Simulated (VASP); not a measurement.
Set up this calculation in VASP 6.6.1, as the native input.

| Property | Result |
| --- | --- |
| Task | relaxation of cell and atoms |
| Functional | PBE |
| Potentials or basis | VASP PAW PBE potentials, release 64 (Ca_sv, S) |
| Cutoff | 500 eV |
| k mesh | 8 × 8 × 8 |
| Occupations | gaussian, width 0.02 eV |
| Spin | no spin polarisation |
| Dipole correction | no |
| Further INCAR settings | ALGO = Normal; EDIFF = 1e-07; IBRION = 2; EDIFFG = -0.01; NSW = 80; ISIF = 3 |

The structure of CaS lies in POSCAR:

```
CaS
1.0
    0.0000000000      2.8753253551      2.8753253551
    2.8753253551      0.0000000000      2.8753253551
    2.8753253551      2.8753253551      0.0000000000
Ca S
1 1
Direct
    0.0000000000      0.0000000000      0.0000000000
    0.5000000000      0.5000000000      0.5000000000
```

One way to write it, as run:

INCAR

```
SYSTEM = CaS
  ALGO = Normal
  EDIFF = 1E-7
  EDIFFG = -0.01
  ENCUT = 500
  GGA = PE
  GGA_COMPAT = .False.
  IBRION = 2
  ISIF = 3
  ISMEAR = 0
  LASPH = .True.
  LCHARG = .False.
  LREAL = .False.
  LWAVE = .False.
  NELM = 120
  NELMIN = 4
  NSW = 80
  PREC = Accurate
  SIGMA = 0.02
```

KPOINTS

```
k-points
0
Gamma
  8 8 8
  0 0 0
```

Potentials or basis: VASP PAW PBE potentials, release 64 (Ca_sv, S).

The run is started by

```sh
$ cat potpaw_PBE.64/Ca_sv/POTCAR potpaw_PBE.64/S/POTCAR > POTCAR
$ mpirun -np 1 vasp_std > vasp.out
```

It gave:

* Relaxed volume: 23.35 Å³/atom
* Relaxed cell: a = 4.042 Å, b = 4.042 Å, c = 4.042 Å, α = 60.00°, β = 60.00°, γ = 60.00°
* Space group after relaxing (to 0.05 Å): Fm-3m (No. 225)
* Energy gained by relaxing: 1.3 meV/atom
* Ionic steps: 3
* Pressure after relaxing: 0.0 GPa
* Band gap on the k mesh: 2.38 eV, indirect (least direct gap 3.18 eV)

It took 88 s on 1 thread of Intel Xeon 8259CL, on a shared host, peak memory 0.18 GiB.
